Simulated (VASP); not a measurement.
# SrTe (Fm-3m) in VASP: a series of runs

The runs below take SrTe through single point, relaxation of cell and atoms, with r2SCAN, PBE, PBEsol, LDA.

Program: VASP 6.6.1. These are calculated values, not measurements. Logs are shortened: lines on timing, memory, paths and dates and some standing lists are left out, and cuts for length are marked.

### Step 1. The cell of the first run

The structure is cubic, space group Fm-3m (No. 225). Conventional cell: a = 6.705 Å, b = 6.705 Å, c = 6.705 Å, α = 90.00°, β = 90.00°, γ = 90.00°. Sr (site symmetry m-3m) has 6 Te at 3.35 Å within 4.4 Å. Te (site symmetry m-3m) has 6 Sr at 3.35 Å within 4.4 Å.

### Step 2. Single point, r2SCAN

The input, POSCAR:

```
SrTe
1.0
    0.0000000000      3.3526569095      3.3526569095
    3.3526569095      0.0000000000      3.3526569095
    3.3526569095      3.3526569095      0.0000000000
Sr Te
1 1
Direct
    0.0000000000      0.0000000000      0.0000000000
    0.5000000000      0.5000000000      0.5000000000
```

The input, INCAR.step1:

```
SYSTEM = SrTe
PREC = Accurate
ENCUT = 550
ISMEAR = 0
SIGMA = 0.01
LREAL = .FALSE.
LASPH = .TRUE.
NELM = 120
NBANDS = 15
GGA = PE
ALGO = Normal
EDIFF = 1E-5
LWAVE = .TRUE.
LCHARG = .FALSE.
GGA_COMPAT = .FALSE.
```

The input, INCAR.step2:

```
SYSTEM = SrTe
PREC = Accurate
ENCUT = 550
EDIFF = 1E-6
ISMEAR = 0
SIGMA = 0.01
LREAL = .FALSE.
LASPH = .TRUE.
NELM = 120
ALGO = Normal
ISIF = 2
LWAVE = .FALSE.
LCHARG = .FALSE.
METAGGA = R2SCAN
LMIXTAU = .TRUE.
NBANDS = 15
ISTART = 1
GGA_COMPAT = .FALSE.
```

The input, KPOINTS:

```
Automatic mesh
0
G
  6 6 6
  0 0 0
```

Potentials or basis: VASP PAW PBE potentials, release 64 (Sr_sv, Te).

Command:

```bash
$ cat potpaw_PBE.64/Sr_sv/POTCAR potpaw_PBE.64/Te/POTCAR > POTCAR
$ cp INCAR.step1 INCAR
$ mpirun -np 1 vasp_std > vasp.out
$ cp INCAR.step2 INCAR
$ mpirun -np 1 vasp_std > vasp.out
```

OUTCAR:

```text
SYSTEM = SrTe
   PREC = Accurate
   ENCUT = 550
   EDIFF = 1E-6
   ISMEAR = 0
   LREAL = .FALSE.
   LASPH = .TRUE.
   NELM = 120
   ISIF = 2
   METAGGA = R2SCAN
   ISTART = 1

 ion  position               nearest neighbor table
   1  0.000  0.000  0.000-   2 3.35   2 3.35   2 3.35   2 3.35   2 3.35   2 3.35
   2  0.500  0.500  0.500-   1 3.35   1 3.35   1 3.35   1 3.35   1 3.35   1 3.35

  LATTYP: Found a face centered cubic cell.
 ALAT       =     6.7053138190

  Lattice vectors:

 A1 = (   0.0000000000,   3.3526569095,   3.3526569095)
 A2 = (   3.3526569095,   0.0000000000,   3.3526569095)
 A3 = (   3.3526569095,   3.3526569095,   0.0000000000)

Analysis of symmetry for initial positions (statically):
=====================================================================
 Subroutine PRICEL returns:
 Original cell was already a primitive cell.

 Routine SETGRP: Setting up the symmetry group for a
 face centered cubic supercell.

 Subroutine GETGRP returns: Found 48 space group operations
 (whereof 48 operations were pure point group operations)
 out of a pool of 48 trial point group operations.

The static configuration has the point symmetry O_h .

Analysis of symmetry for dynamics (positions and initial velocities):
=====================================================================
 Subroutine PRICEL returns:
 Original cell was already a primitive cell.

 Routine SETGRP: Setting up the symmetry group for a
 face centered cubic supercell.

 Subroutine GETGRP returns: Found 48 space group operations
 (whereof 48 operations were pure point group operations)
 out of a pool of 48 trial point group operations.

The dynamic configuration has the point symmetry O_h .

 Subroutine INISYM returns: Found 48 space group operations
 (whereof 48 operations are pure point group operations),
 and found     1 'primitive' translations

----------------------------------------------------------------------------------------

                                     Primitive cell

  volume of cell :      75.3698

  direct lattice vectors                    reciprocal lattice vectors
     0.000000000  3.352656909  3.352656909    -0.149135451  0.149135451  0.149135451
     3.352656909  0.000000000  3.352656909     0.149135451 -0.149135451  0.149135451
     3.352656909  3.352656909  0.000000000     0.149135451  0.149135451 -0.149135451

  length of vectors
     4.741372871  4.741372871  4.741372871     0.258310178  0.258310178  0.258310178

  position of ions in fractional coordinates (direct lattice)
     0.000000000  0.000000000  0.000000000
     0.500000000  0.500000000  0.500000000

  ion indices of the primitive-cell ions
   primitive index   ion index
                 1           1
                 2           2

----------------------------------------------------------------------------------------

 KPOINTS: Automatic mesh

Automatic generation of k-mesh.
 Grid dimensions read from file:
 generate k-points for:    6    6    6

 Generating k-lattice:

  Cartesian coordinates                     Fractional coordinates (reciprocal lattice)
    -0.024855908  0.024855908  0.024855908     0.166666667  0.000000000  0.000000000
     0.024855908 -0.024855908  0.024855908     0.000000000  0.166666667  0.000000000
     0.024855908  0.024855908 -0.024855908     0.000000000  0.000000000  0.166666667

  Length of vectors
     0.043051696  0.043051696  0.043051696

  Shift w.r.t. Gamma in fractional coordinates (k-lattice)
     0.000000000  0.000000000  0.000000000

 Subroutine IBZKPT returns following result:
 ===========================================

 Found     16 irreducible k-points:

 Following reciprocal coordinates:
            Coordinates               Weight
  0.000000  0.000000  0.000000      1.000000
  0.166667  0.000000  0.000000      8.000000
  0.333333  0.000000  0.000000      8.000000
  0.500000  0.000000  0.000000      4.000000
  0.166667  0.166667  0.000000      6.000000
  0.333333  0.166667  0.000000     24.000000
[... 8 lines left out ...]
 -0.333333  0.333333  0.166667     24.000000
 -0.333333  0.500000  0.166667     12.000000
   k-points           NKPTS =     16   k-points in BZ     NKDIM =     16   number of bands    NBANDS=     15
   number of dos      NEDOS =    301   number of ions     NIONS =      2
   total plane-waves  NPLWV =  46656
   dimension x,y,z NGX =    36 NGY =   36 NGZ =   36
   dimension x,y,z NGXF=    72 NGYF=   72 NGZF=   72
   ions per type =               1   1
   NGX,Y,Z   is equivalent  to a cutoff of  12.62, 12.62, 12.62 a.u.
   NGXF,Y,Z  is equivalent  to a cutoff of  25.25, 25.25, 25.25 a.u.
 SYSTEM =  SrTe
   PREC   = accura    normal or accurate (medium, high low for compatibility)
   ISTART =      1    job   : 0-new  1-cont  2-samecut
   ICHARG =      0    charge: 1-file 2-atom 10-const
   ISPIN  =      1    spin polarized calculation?
   LNONCOLLINEAR =      F non collinear calculations
   LSORBIT =      F    spin-orbit coupling
   LASPH  =      T    aspherical Exc in radial PAW
   ENCUT  =  550.0 eV  40.42 Ry    6.36 a.u.   9.07  9.07  9.07*2*pi/ulx,y,z
   NELM   =    120;   NELMIN=  2; NELMDL=  0     # of ELM steps
   EDIFF  = 0.1E-05   stopping-criterion for ELM
   LREAL  =      F    real-space projection
   EDIFFG = 0.1E-04   stopping-criterion for IOM
   NSW    =      0    number of steps for IOM
   IBRION =     -1    ionic relax: 0-MD 1-quasi-New 2-CG
   NFREE  =      0    steps in history (QN), initial steepest desc. (CG)
   ISIF   =      2    stress and relaxation
   ISYM   =      2    0-nonsym 1-usesym 2-fastsym
   POTIM  = 0.5000    time-step for ionic-motion
   TEBEG  =    0.0;   TEEND  =   0.0 temperature during run
   PSTRESS=    0.0 pullay stress
   NELECT =      16.0000    total number of electrons
   NUPDOWN=      -1.0000    fix difference up-down
   EMIN   =  10.00;   EMAX   =-10.00  energy-range for DOS
   EFERMI =   0.00;   METHOD = LEGACY
   ISMEAR =     0;   SIGMA  =   0.01  broadening in eV -4-tet -1-fermi 0-gaus
   EFERMI_NEDOS =   21; number of points for ismear=-14 and -15
   IALGO  =     38    algorithm
   IMIX   =      4    mixing-type and parameters
     AMIX     =   0.40;   BMIX     =  1.00
     AMIX_MAG =   1.60;   BMIX_MAG =  1.00
  volume/ion in A,a.u.               =      37.68       254.31
  Fermi-wavevector in a.u.,A,eV,Ry     =   0.976598  1.845502 12.976463  0.953743
  Thomas-Fermi vector in A             =   2.107229
   LORBIT       =      0    0 simple, 1 ext, 2 COOP (PROOUT), +10 PAW based schemes
   METAGGA = R2SCAN    functional components
   LHFCALC =     F    Hartree Fock is set to
   AEXX    =    0.0000 exact exchange contribution
   IVDW    =     0    specifies the selected vdW correction
   LEPSILON=     F    determine dielectric tensor
   LRPA    =     F    only Hartree local field effects (RPA)
 non-spin polarized calculation
 Gauss-broadening in eV      SIGMA  =   0.01
  energy-cutoff  :      550.00
  volume of cell :       75.37
 maximum number of plane-waves:      2229
   NGX = 19   NGY = 19   NGZ = 19

 number of electron      16.0000000 magnetization

 Free energy of the ion-electron system (eV)
  ---------------------------------------------------
  ext. energy  EPLUGINS =         0.00000000
  ---------------------------------------------------
  free energy    TOTEN  =       -44.59692574 eV

  energy without entropy =      -44.59692574  energy(sigma->0) =      -44.59692574

 E-fermi :   2.5436     XC(G=0):  -8.8054

 val. band max:        2.4888136687   @ k =   0.0000   0.0000   0.0000
 cond. band min:       4.6319897661   @ k =   0.5000   0.5000   0.0000
 fundamental gap:      2.1431760974
 Fermi energy:         2.5435975489

 k-point     1 :       0.0000    0.0000    0.0000
  band No.  band energies     occupation
      1     -33.4569      2.00000
      2     -14.8201      2.00000
      3     -14.8201      2.00000
      4     -14.8201      2.00000
      5      -7.7187      2.00000
      6       2.4888      2.00000
      7       2.4888      2.00000
      8       2.4888      2.00000
      9       6.0078      0.00000
     10       6.2290      0.00000
     11       6.2290      0.00000
     12       6.2290      0.00000
     13       6.9033      0.00000
     14       6.9033      0.00000
     15      10.6115      0.00000

 k-point     2 :       0.1667    0.0000    0.0000
  band No.  band energies     occupation
      1     -33.4559      2.00000
      2     -14.8499      2.00000
      3     -14.8212      2.00000
      4     -14.8212      2.00000
      5      -7.5736      2.00000
      6       1.5230      2.00000
      7       2.1475      2.00000
      8       2.1475      2.00000
      9       6.1566      0.00000
     10       6.5902      0.00000
     11       6.5902      0.00000
     12       7.2835      0.00000
     13       7.6030      0.00000
     14       7.6030      0.00000
     15      11.4322      0.00000

 k-point     3 :       0.3333    0.0000    0.0000
  band No.  band energies     occupation
      1     -33.4540      2.00000
      2     -14.9079      2.00000
      3     -14.8236      2.00000
      4     -14.8236      2.00000
      5      -7.2606      2.00000
      6       0.2460      2.00000
      7       1.6325      2.00000
      8       1.6325      2.00000
      9       6.4060      0.00000
     10       7.4871      0.00000
     11       7.4871      0.00000
     12       8.6995      0.00000
     13       9.1502      0.00000
     14       9.1502      0.00000
     15      11.2303      0.00000
[... 199 lines left out ...]
 k-point    15 :      -0.3333    0.3333    0.1667
  band No.  band energies     occupation
      1     -33.4520      2.00000
      2     -14.8983      2.00000
      3     -14.8618      2.00000
      4     -14.8417      2.00000
      5      -7.1459      2.00000
      6       0.4048      2.00000
      7       1.0395      2.00000
      8       1.3464      2.00000
      9       6.9253      0.00000
     10       6.9574      0.00000
     11       8.1949      0.00000
     12       8.8292      0.00000
     13       8.9461      0.00000
     14      10.0514      0.00000
     15      11.3531      0.00000

 k-point    16 :      -0.3333    0.5000    0.1667
  band No.  band energies     occupation
      1     -33.4516      2.00000
      2     -14.8855      2.00000
      3     -14.8627      2.00000
      4     -14.8571      2.00000
      5      -7.1895      2.00000
      6       0.6964      2.00000
      7       1.1833      2.00000
      8       1.2494      2.00000
      9       5.7960      0.00000
     10       7.4699      0.00000
     11       8.0110      0.00000
     12       8.7241      0.00000
     13       9.1643      0.00000
     14       9.5115      0.00000
     15      11.5654      0.00000

------------------------ aborting loop because EDIFF is reached ----------------------------------------

  FORCE on cell =-STRESS in cart. coord.  units (eV):
  Direction    XX          YY          ZZ          XY          YZ          ZX
  --------------------------------------------------------------------------------------
  -------------------------------------------------------------------------------------
  Total        0.0499842      0.0499842      0.0499842      0.0000000      0.0000000     -0.0000000
  in kB        1.0625414      1.0625414      1.0625414      0.0000000      0.0000000     -0.0000000
  external PRESSURE =       1.0625414 kB  Pullay stress =       0.0000000 kB

 VOLUME and BASIS-vectors are now :
 -----------------------------------------------------------------------------
  energy-cutoff  :      550.00
  volume of cell :       75.37
      direct lattice vectors                 reciprocal lattice vectors
     0.000000000  3.352656909  3.352656909    -0.149135451  0.149135451  0.149135451
     3.352656909  0.000000000  3.352656909     0.149135451 -0.149135451  0.149135451
     3.352656909  3.352656909  0.000000000     0.149135451  0.149135451 -0.149135451

 POSITION                                       TOTAL-FORCE (eV/Angst)
 -----------------------------------------------------------------------------------
      0.00000      0.00000      0.00000         0.000000     -0.000000      0.000000
      3.35266      3.35266      3.35266        -0.000000      0.000000     -0.000000
 -----------------------------------------------------------------------------------
    total drift:                                0.000000      0.000000      0.000000

  FREE ENERGIE OF THE ION-ELECTRON SYSTEM (eV)
  ---------------------------------------------------
  free  energy   TOTEN  =       -44.5969257418 eV

  energy  without entropy=      -44.5969257418  energy(sigma->0) =      -44.59692574
```

It took 73 s on 1 thread of Intel Xeon 6975P-C, shared host; peak memory 0.22 GiB.

Results:

| Item | Value |
| --- | --- |
| Free energy | -44.5969 eV |
| Pressure | 0.1 GPa |
| Band gap on the k mesh | 2.14 eV, indirect (least direct gap 2.89 eV) |

Levels at points of the mesh, in eV from the valence-band top:
| k point | band 6 | band 7 | band 8 | band 9 | band 10 | band 11 |
| --- | --- | --- | --- | --- | --- | --- |
| (0.00, 0.00, 0.00) | 0.00 | 0.00 | 0.00 | 3.52 | 3.74 | 3.74 |
| (0.50, 0.00, 0.00) | -2.76 | -1.07 | -1.07 | 4.36 | 5.71 | 5.87 |
| (0.50, 0.50, 0.00) | -1.98 | -0.74 | -0.74 | 2.14 | 4.53 | 5.33 |

Caveat: the PAW data sets were made with another functional, which shifts forces and pressure a little; spin-orbit coupling is left out, which moves the levels of the heavy elements.

### Step 3. Relaxation of cell and atoms, PBE

This run uses another cell than the first one, of 37.79 Å³/atom, 1.003 times its volume.

The input, INCAR:

```
PREC = Accurate
ENCUT = 500
EDIFF = 1E-7
ISMEAR = -1
SIGMA = 0.02
LREAL = F
LASPH = T
NELM = 120
ALGO = Normal
ISIF = 3
LWAVE = F
LCHARG = F
GGA = PE
IBRION = 2
NSW = 80
EDIFFG = -0.005
GGA_COMPAT = F
NELMIN = 4
```

The input, KPOINTS:

```
Automatic mesh
0
Gamma
  6 6 6
```

The input, POSCAR:

```
SrTe
1.0
    0.0000000000      3.3558353104      3.3558353104
    3.3558353104      0.0000000000      3.3558353104
    3.3558353104      3.3558353104      0.0000000000
Sr Te
1 1
Direct
    0.0000000000      0.0000000000      0.0000000000
    0.5000000000      0.5000000000      0.5000000000
```

Potentials or basis: VASP PAW PBE potentials, release 64 (Sr_sv, Te).

Command:

```bash
$ cat potpaw_PBE.64/Sr_sv/POTCAR potpaw_PBE.64/Te/POTCAR > POTCAR
$ mpirun -np 1 vasp_std > vasp.out
```

It took 38 s on 1 thread of Intel Xeon 6975P-C, shared host; peak memory 0.22 GiB.

Results (log left out):

- Free energy: -8.2680 eV
- Relaxed volume: 38.01 Å³/atom
- Relaxed cell: a = 4.755 Å, b = 4.755 Å, c = 4.755 Å, α = 60.00°, β = 60.00°, γ = 60.00°
- Space group after relaxing (to 0.05 Å): Fm-3m (No. 225)
- Energy gained by relaxing: 0.1 meV/atom
- Ionic steps: 3
- Pressure after relaxing: 0.0 GPa
- Band gap on the k mesh: 1.77 eV, indirect (least direct gap 2.49 eV)

Step by step:
| step | energy change (eV) | largest force (eV/Å) | pressure (GPa) | volume (Å³) |
| --- | --- | --- | --- | --- |
| 1 | 0.0000 | 0.0000 | 0.19 | 75.58 |
| 2 | -0.0003 | 0.0000 | -0.02 | 76.08 |
| 3 | -0.0003 | 0.0000 | 0.00 | 76.03 |

Final structure:
```
Sr Te
1.0
     0.00000    3.36239    3.36239
     3.36239    0.00000    3.36239
     3.36239    3.36239    0.00000
Sr Te
1 1
Direct
  0.00000 0.00000 0.00000
  0.50000 0.50000 0.50000
```

Levels at points of the mesh, in eV from the valence-band top:
```tsv
k point	band 5	band 6	band 7	band 8	band 9	band 10	band 11	band 12
(0.00, 0.00, 0.00)	-9.89	0.00	0.00	0.00	2.73	3.30	3.30	3.30
(0.50, 0.00, 0.00)	-9.30	-2.74	-1.05	-1.05	3.84	5.11	5.29	5.29
(0.50, 0.50, 0.00)	-9.47	-1.93	-0.72	-0.72	1.77	3.81	4.78	5.98
```

Caveat: spin-orbit coupling is left out, which moves the levels of the heavy elements.

### Step 4. Relaxation of cell and atoms, PBEsol

This run uses another cell than the first one, of 37.92 Å³/atom, 1.006 times its volume.

The input, INCAR:

```
PREC = Accurate
ENCUT = 500
EDIFF = 1E-7
ISMEAR = -1
SIGMA = 0.02
LREAL = False
LASPH = True
NELM = 120
ALGO = Normal
ISIF = 3
LWAVE = False
LCHARG = False
GGA = PS
IBRION = 2
NSW = 80
EDIFFG = -0.005
GGA_COMPAT = False
NELMIN = 4
```

KPOINTS is that of step 3.

The input, POSCAR:

```
SrTe
1.0
    0.0000000000      3.3595006537      3.3595006537
    3.3595006537      0.0000000000      3.3595006537
    3.3595006537      3.3595006537      0.0000000000
Sr Te
1 1
Direct
    0.0000000000      0.0000000000      0.0000000000
    0.5000000000      0.5000000000      0.5000000000
```

Command:

```bash
$ cat potpaw_PBE.64/Sr_sv/POTCAR potpaw_PBE.64/Te/POTCAR > POTCAR
$ mpirun -np 1 vasp_std > vasp.out
```

Run time: 44 s. Hardware: 1 thread of Intel Xeon 6975P-C, shared host; peak memory 0.22 GiB.

The run converged. Its results:

- Free energy: -8.8332 eV
- Relaxed volume: 36.19 Å³/atom
- Relaxed cell: a = 4.678 Å, b = 4.678 Å, c = 4.678 Å, α = 60.00°, β = 60.00°, γ = 60.00°
- Space group after relaxing (to 0.05 Å): Fm-3m (No. 225)
- Energy gained by relaxing: 8.4 meV/atom
- Ionic steps: 3
- Pressure after relaxing: 0.0 GPa
- Band gap on the k mesh: 1.55 eV, indirect (least direct gap 2.32 eV)

Step by step:
| step | energy change (eV) | largest force (eV/Å) | pressure (GPa) | volume (Å³) |
| --- | --- | --- | --- | --- |
| 1 | 0.0000 | 0.0000 | -1.50 | 75.83 |
| 2 | -0.0165 | 0.0000 | 0.20 | 72.00 |
| 3 | -0.0168 | 0.0000 | 0.00 | 72.39 |

Final structure:
```
Sr Te
1.0
     0.00000    3.30786    3.30786
     3.30786    0.00000    3.30786
     3.30786    3.30786    0.00000
Sr Te
1 1
Direct
  0.00000 0.00000 0.00000
  0.50000 0.50000 0.50000
```

Levels at points of the mesh, in eV from the valence-band top:
```
           k point  band 4  band 5  band 6  band 7  band 8  band 9  band 10  band 11  band 12
(0.00, 0.00, 0.00)  -16.55  -10.08    0.00    0.00    0.00    2.79     3.19     3.19     3.19
(0.50, 0.00, 0.00)  -16.55   -9.39   -2.96   -1.17   -1.17    3.78     5.14     5.33     5.33
(0.50, 0.50, 0.00)  -16.58   -9.61   -2.05   -0.77   -0.77    1.55     3.86     4.83     6.18
```

Caveat: the PAW data sets were made with another functional, which shifts forces and pressure a little; spin-orbit coupling is left out, which moves the levels of the heavy elements. A k mesh can miss the band edges.

[end of part 1 of 2]
